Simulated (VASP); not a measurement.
Input of a VASP 6.6.1 run:

The input INCAR:

```
PREC = Accurate
ENCUT = 520
EDIFF = 1E-6
ISMEAR = 0
SIGMA = 0.03
LREAL = F
LASPH = T
NELM = 60
ALGO = Normal
ISIF = 2
LWAVE = F
LCHARG = F
GGA = PE
NBANDS = 14
```

The input KPOINTS:

```
Automatic mesh
0
Gamma
  10 10 10
```

Contents of POSCAR:

```
HfC
1.0
    0.0000000000      2.3250000000      2.3250000000
    2.3250000000      0.0000000000      2.3250000000
    2.3250000000      2.3250000000      0.0000000000
Hf C
1 1
Direct
    0.5000000000      0.5000000000      0.5000000000
    0.0000000000      0.0000000000      0.0000000000
```

Potentials or basis: VASP PAW PBE potentials, release 64 (Hf_pv, C).

The run is started by

```bash
$ cat potpaw_PBE.64/Hf_pv/POTCAR potpaw_PBE.64/C/POTCAR > POTCAR
$ mpirun -np 1 vasp_std > vasp.out
```

Estimate the pressure.

-0.5 GPa.

Predict the band gap on the k mesh.

zero (bands 7 and 8 overlap by 1.41 eV).

Caveat: spin-orbit coupling is left out, which moves the levels of the heavy elements.
